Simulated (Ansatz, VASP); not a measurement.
## In: VASP beside Ansatz

Contents of INCAR:

```
SYSTEM = In
PREC = Accurate ; ENCUT = 520
EDIFF = 1E-6 ; ISMEAR = 0
SIGMA = 0.15 ; LREAL = .False.
LASPH = .True. ; NELM = 100
ALGO = Fast ; ISIF = 2
LWAVE = .False. ; LCHARG = .False.
NBANDS = 12
```

KPOINTS

```
regular mesh
0
Gamma
  20 20 20
  0 0 0
```

POSCAR

```
In
1.0
   -1.5752631919      1.5752631919      2.4737924834
    1.5752631919     -1.5752631919      2.4737924834
    1.5752631919      1.5752631919     -2.4737924834
In
1
Direct
    0.0000000000      0.0000000000      0.0000000000
```

Input for Ansatz:

```yaml
crystal:
  lattice:
    - [-1.5752631919, 1.5752631919, 2.4737924834]
    - [1.5752631919, -1.5752631919, 2.4737924834]
    - [1.5752631919, 1.5752631919, -2.4737924834]
  atoms:
    - { symbol: In, position: [0.0, 0.0, 0.0] }
basis:
  ecutwfc: 420
kpoints:
  mp_grid: { grid: [20, 20, 20] }
hamiltonian:
  xc: lda
  pseudopotentials: { kind: paw }
scf:
  occupations: { method: gaussian, width: 0.15 }
output:
  forces: true
  stress: true
  eigenvalues: true
```

Alike in both runs: task single point; functional LDA; k mesh 20 × 20 × 20; occupations gaussian, width 0.15 eV; no spin polarisation.

|  | VASP | Ansatz |
| --- | --- | --- |
| version | VASP 6.6.1 | Ansatz 0.2.0 |
| potentials or method | VASP PAW LDA potentials, release 64 (In_d), cutoff 520 eV | scalar-relativistic, plane waves, PAW |
| valence electrons in the cell | 13 | 13 |

Ansatz gave:

```
gap on the k mesh at the Fermi level (eV)                     : none
pressure (GPa)                                                : 0.1
traceless stress, the component that is largest in VASP (GPa) : 0.15
```

Q: Which values does VASP return?

A: gap on the k mesh at the Fermi level (eV): none; pressure (GPa): 0.2; traceless stress, the component that is largest in VASP (GPa): 0.15.

LDA's correlation is that of Perdew and Zunger in VASP and of Perdew and Wang (1992) in Ansatz. A gap of «none» marks a metal or a gap that the smearing closes.
